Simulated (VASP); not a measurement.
Here is a VASP 6.6.1 calculation.

INCAR

```
SYSTEM = Al2Pt
PREC = Accurate ; ENCUT = 520
EDIFF = 1E-7 ; ISMEAR = -1
SIGMA = 0.08 ; LREAL = .FALSE.
LASPH = .TRUE. ; NELM = 60
ALGO = Normal ; ISIF = 2
LWAVE = .FALSE. ; LCHARG = .FALSE.
NBANDS = 15
```

KPOINTS

```
Automatic mesh
0
G
  12 12 12
  0 0 0
```

The input POSCAR:

```
Al2Pt
1.0
    0.0000000000      2.8946769512      2.8946769512
    2.8946769512      0.0000000000      2.8946769512
    2.8946769512      2.8946769512      0.0000000000
Al Pt
2 1
Direct
    0.2500000000      0.2500000000      0.2500000000
    0.7500000000      0.7500000000      0.7500000000
    0.0000000000      0.0000000000      0.0000000000
```

Potentials or basis: VASP PAW LDA potentials, release 64 (Al, Pt).

Command:

```console
$ cat potpaw_LDA.64/Al/POTCAR potpaw_LDA.64/Pt/POTCAR > POTCAR
$ mpirun -np 1 vasp_std > vasp.out
```

Problem. Predict the band gap on the k mesh.

Solution. Zero (band 8 reaches 12.34 eV, above the bottom of band 9 at 6.75 eV).

Problem. What does it give for the pressure?

Solution. 5.6 GPa.

Caveat: spin-orbit coupling is left out, which moves the levels of the heavy elements.
